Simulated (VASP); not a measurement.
A run of VASP 6.6.1 is set up as follows.

File INCAR:

```
PREC = Accurate ; ENCUT = 600
EDIFF = 1E-6 ; ISMEAR = 0
SIGMA = 0.01 ; LREAL = False
LASPH = True ; NELM = 120
ALGO = Normal ; ISIF = 2
LWAVE = False ; LCHARG = True
GGA = PE ; LELF = True
LVHAR = True ; NBANDS = 15
GGA_COMPAT = False
```

The input KPOINTS:

```
Automatic mesh
0
Gamma
  8 8 8
```

The input POSCAR:

```
YN
1.0
    0.0000000000      2.4055432573      2.4055432573
    2.4055432573      0.0000000000      2.4055432573
    2.4055432573      2.4055432573      0.0000000000
Y N
1 1
Direct
    0.0000000000      0.0000000000      0.0000000000
    0.5000000000      0.5000000000      0.5000000000
```

Potentials or basis: VASP PAW PBE potentials, release 64 (Y_sv, N).

Run with:

```console
$ cat potpaw_PBE.64/Y_sv/POTCAR potpaw_PBE.64/N/POTCAR > POTCAR
$ mpirun -np 1 vasp_std > vasp.out
```

(1) Predict the band gap on the k mesh.

(2) Estimate the pressure.

Answers

(1) 0.10 eV, indirect (least direct gap 0.44 eV).

(2) 10.3 GPa.
